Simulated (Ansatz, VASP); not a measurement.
## Ge: VASP beside Ansatz

```
Ge
1.0
     4.05816    0.00000    0.00000
    -2.02908    3.51447    0.00000
     0.00000    0.00000   22.53299
Ge
6
Direct
  0.33333 0.66667 0.33241
  0.66667 0.33333 0.36759
  0.66667 0.33333 0.48169
  0.33333 0.66667 0.51831
  0.33333 0.66667 0.63241
  0.66667 0.33333 0.66759
```

Alike in both runs: functional PBE; k mesh 9 × 9 × 1; occupations gaussian, width 0.1 eV; no spin polarisation.

Ansatz relaxed the structure, and its values are those at the end. VASP's run is a single point on that final structure, the one shown.

```csv
,VASP,Ansatz
version,VASP 6.6.1,Ansatz 0.2.0
potentials or method,"VASP PAW PBE potentials, release 64 (Ge_d), cutoff 520 eV","scalar-relativistic, plane waves, PAW"
valence electrons in the cell,84,84
```

|  | VASP | Ansatz | Ansatz less VASP |
| --- | --- | --- | --- |
| gap on the k mesh at the Fermi level (eV) | none | none | - |
| rms of the force components (eV/Å) | 0.002 | 0.004 | +0.0016 |

A gap of «none» marks a metal or a gap that the smearing closes. With one functional, cell and mesh, what is left measures potentials, basis and numerics. Ansatz's warnings: xc potential rough in thin density.
